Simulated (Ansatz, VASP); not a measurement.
One calculation of Cu2H, two programs

```
Cu H
1.0
     1.32265    0.76363    4.38609
    -1.32265    0.76363    4.38609
     0.00000   -1.52726    4.38609
Cu H
2 1
Cartesian
  0.0000 0.0000 9.9287
  0.0000 0.0000 3.2296
  0.0000 0.0000 0.0000
```

Alike in both runs: functional PBE; k mesh 24 × 24 × 24; occupations gaussian, width 0.1 eV; no spin polarisation.

Ansatz relaxed the structure, and its values are those at the end. VASP's run is a single point on that final structure, the one shown.

```csv
,VASP,Ansatz
version,VASP 6.6.1,Ansatz 0.2.0
potentials or method,"VASP PAW PBE potentials, release 64 (Cu, H), cutoff 520 eV","scalar-relativistic, plane waves, PAW"
valence electrons in the cell,23,39
```

```tsv
	VASP	Ansatz	Ansatz less VASP
gap on the k mesh at the Fermi level (eV)	none	none	-
pressure (GPa)	0.6	0.0	-0.60
rms of the force components (eV/Å)	0.004	0.001	-0.0029
```

A gap of «none» marks a metal or a gap that the smearing closes. VASP's potentials hold 23 valence electrons a cell and Ansatz's 39, so a difference there can come from the potentials and not from the codes.
